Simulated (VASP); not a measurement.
LiF, 6 atoms in the cell. It takes space group P3_121 (No. 152, trigonal). The conventional cell has a = 4.758 Å, b = 4.758 Å, c = 2.819 Å, α = 90.00°, β = 90.00°, γ = 120.00°. Li (site symmetry 2) has 4 F at 1.83 to 1.87 Å within 2.4 Å. F (site symmetry 2) has 4 Li at 1.83 to 1.87 Å within 2.4 Å. 

- Program: VASP 6.6.1
- Task: single point
- Functional: PBE
- Potentials or basis: VASP PAW PBE potentials, release 64 (Li_sv, F)
- Cutoff: 520 eV
- k mesh: 6 × 6 × 8
- Occupations: gaussian, width 0.02 eV
- Spin: no spin polarisation
- Dipole correction: no
- Further INCAR settings: ALGO = Normal; EDIFF = 1e-06; NBANDS = 24

Potentials or basis: VASP PAW PBE potentials, release 64 (Li_sv, F).

Command:

```sh
$ cat potpaw_PBE.64/Li_sv/POTCAR potpaw_PBE.64/F/POTCAR > POTCAR
$ mpirun -np 1 vasp_std > vasp.out
```

Hardware: 1 thread of Intel(R) Xeon(R) 6975P-C (Granite Rapids) (shared host).

How long does it take, and how much memory?

It took 18 s on 1 thread of Intel(R) Xeon(R) 6975P-C (Granite Rapids), with other jobs on the host, peak memory 0.19 GiB. Counts: scf iterations 13, k points 44.
